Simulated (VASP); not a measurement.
A run of VASP 6.6.1:

The input INCAR:

```
  ALGO = Normal
  EDIFF = 1E-6
  ENCUT = 520
  GGA = PS
  ISIF = 2
  ISMEAR = -1
  LASPH = T
  LCHARG = F
  LREAL = Auto
  LWAVE = F
  NBANDS = 66
  NELM = 60
  PREC = Accurate
  SIGMA = 0.05
```

Contents of KPOINTS:

```
Automatic mesh
0
Gamma
  2 2 2
  0.5 0.5 0.5
```

POSCAR

```
ZnCdSi2P4
1.0
    5.4809760000     -0.0000280000     -0.0000100000
   -0.0000280000      5.4809760000     -0.0000100000
   -0.0000190000     -0.0000190000     10.4695790000
Zn Si P Cd
2 4 8 2
Direct
    0.9972810000      0.9950630000      0.0003810000
    0.0002190000      0.5019340000      0.2514870000
    0.0008090000      0.0036100000      0.4960490000
    0.4908750000      0.9975500000      0.2509320000
    0.5026110000      0.5038410000      0.0013530000
    0.9996170000      0.5015590000      0.7492310000
    0.2792870000      0.2497300000      0.1248670000
    0.2231220000      0.2509550000      0.6252800000
    0.7270200000      0.7458400000      0.1224670000
    0.7512630000      0.2267290000      0.3752280000
    0.2533100000      0.7796900000      0.3686310000
    0.2551010000      0.7214080000      0.8754510000
    0.7816830000      0.7558860000      0.6238910000
    0.7534930000      0.2810400000      0.8748310000
    0.4972200000      0.9980940000      0.7532790000
    0.5024770000      0.4948550000      0.4988590000
```

Potentials or basis: VASP PAW PBE potentials, release 64 (Zn, Si, P, Cd).

Command:

```console
$ cat potpaw_PBE.64/Zn/POTCAR potpaw_PBE.64/Si/POTCAR potpaw_PBE.64/P/POTCAR potpaw_PBE.64/Cd/POTCAR > POTCAR
$ mpirun -np 1 vasp_std > vasp.out
```

Hardware: 1 thread of AMD EPYC 7R13 Processor (Zen 3), on a shared host.

Question: Estimate the wall time of this run.

Answer: Wall time 2.3 min on 1 thread of AMD EPYC 7R13 Processor (Zen 3), with other jobs on the host, peak memory 0.34 GiB. Counts: scf iterations 15, k points 4.
